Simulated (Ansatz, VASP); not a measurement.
SrTiTe3: VASP beside Ansatz

```
CELL_PARAMETERS angstrom
5.42961 0.00000 0.00000
0.00000 5.42961 0.00000
0.00000 0.00000 5.44165
ATOMIC_POSITIONS crystal
Sr 0.50000 0.50000 0.50000
Ti 0.00000 0.00000 0.00000
Te 0.00000 0.00000 0.50000
Te 0.00000 0.50000 0.00000
Te 0.50000 0.00000 0.00000
```

Change from the starting cell: species swapped into the KCrF3 type (P4/mmm, No. 123).

Alike in both runs: functional PBE; k mesh 4 × 4 × 4; occupations gaussian, width 0.1 eV; no spin polarisation.

Ansatz relaxed the structure, and its values are those at the end. VASP's run is a single point on that final structure, the one shown.

|  | VASP | Ansatz |
| --- | --- | --- |
| version | VASP 6.6.1 | Ansatz 0.2.0 |
| potentials or method | VASP PAW PBE potentials, release 64 (Sr_sv, Ti_sv, Te), cutoff 520 eV | scalar-relativistic, plane waves, PAW |
| valence electrons in the cell | 40 | 70 |

|  | VASP | Ansatz | Ansatz less VASP |
| --- | --- | --- | --- |
| gap on the k mesh at the Fermi level (eV) | none | none | - |
| pressure (GPa) | 0.1 | 0.1 | -0.02 |

A gap of «none» marks a metal or a gap that the smearing closes. VASP's potentials hold 40 valence electrons a cell and Ansatz's 70, so a difference there can come from the potentials and not from the codes.

Spin-orbit coupling is off throughout.
